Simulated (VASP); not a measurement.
**Zr3N2: single point with PBEsol**

The system is Zr3N2.

```
CELL_PARAMETERS angstrom
2.79968 1.61640 5.19274
-2.79968 1.61640 5.19274
0.00000 -3.23280 5.19274
ATOMIC_POSITIONS crystal
Zr 0.42499 0.07501 0.75000
Zr 0.07501 0.75000 0.42499
Zr 0.75000 0.42499 0.07501
Zr 0.25000 0.57501 0.92499
Zr 0.92499 0.25000 0.57501
Zr 0.57501 0.92499 0.25000
N 0.33865 0.33865 0.33865
N 0.16135 0.16135 0.16135
N 0.83865 0.83865 0.83865
N 0.66135 0.66135 0.66135
```

- Program: VASP 6.6.1
- Task: single point
- Functional: PBEsol
- Potentials or basis: VASP PAW PBE potentials, release 64 (Zr_sv, N)
- Cutoff: 520 eV
- k mesh: 9 × 9 × 9
- Occupations: gaussian, width 0.1 eV
- Spin: no spin polarisation
- Dipole correction: no
- Further INCAR settings: ALGO = Normal; EDIFF = 1e-06; NBANDS = 57

| Item | Value |
| --- | --- |
| Pressure | 0.3 GPa |
| Largest force | 0.008 eV/Å |
| Band gap on the k mesh | zero (band 46 reaches 10.65 eV, above the bottom of band 47 at 10.04 eV) |

Forces on the atoms (eV/Å):
```
Zr  -0.008  0.000  0.000
Zr   0.004  0.007  0.000
Zr   0.004 -0.007  0.000
Zr  -0.004  0.007  0.000
Zr  -0.004 -0.007  0.000
Zr   0.008  0.000  0.000
N    0.000  0.000 -0.001
N    0.000  0.000  0.001
N    0.000  0.000 -0.001
N    0.000  0.000  0.001
```

Levels at points of the mesh, in eV from the Fermi level:
| k point | band 44 | band 45 | band 46 | band 47 | band 48 | band 49 |
| --- | --- | --- | --- | --- | --- | --- |
| (0.00, 0.00, 0.00) | 0.02 | 0.14 | 0.14 | 0.58 | 0.83 | 0.83 |

It took 14 min on 1 thread of Intel(R) Xeon(R) Platinum 8259CL CPU @ 2.50GHz (Skylake/Cascade Lake), on a shared host, peak memory 0.65 GiB.

Caveat: the PAW data sets were made with another functional, which shifts forces and pressure a little.
